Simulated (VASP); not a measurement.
Runs of VASP 6.6.1 on Rh. The structure is that of space group Fm-3m (No. 225), or close to it. The cells are those of the table. 

```tsv
cell	gap on the mesh (eV)	pressure (GPa)
a = 2.612 Å, angles 60.0°, 1 atom	none	(a)
a = 2.687 Å, angles 60.0°, 1 atom	none	-1.3
a = 2.658 Å, angles 60.0°, 1 atom	none	8.3
a = 2.633 Å, angles 60.0°, 1 atom	none	18.1
a = 2.688 Å, angles 60.0°, 1 atom	none	(b)
```

Alike in all rows: task single point; level PBE+D3(BJ); potentials or basis VASP PAW PBE potentials, release 64 (Rh_pv); no spin polarisation; k mesh 21 × 21 × 21; cutoff (eV) 500; smearing gaussian 0.05 eV.

Problem. Estimate the missing entries.

Solution. (a) 27.9; (b) -1.6.

Caveats: three body term missing; the cell stands under pressure (at least some runs).

A k mesh can miss the band edges, and the runs leave out spin-orbit coupling on Rh.

A gap of «none» marks levels without a gap at the run's occupations.
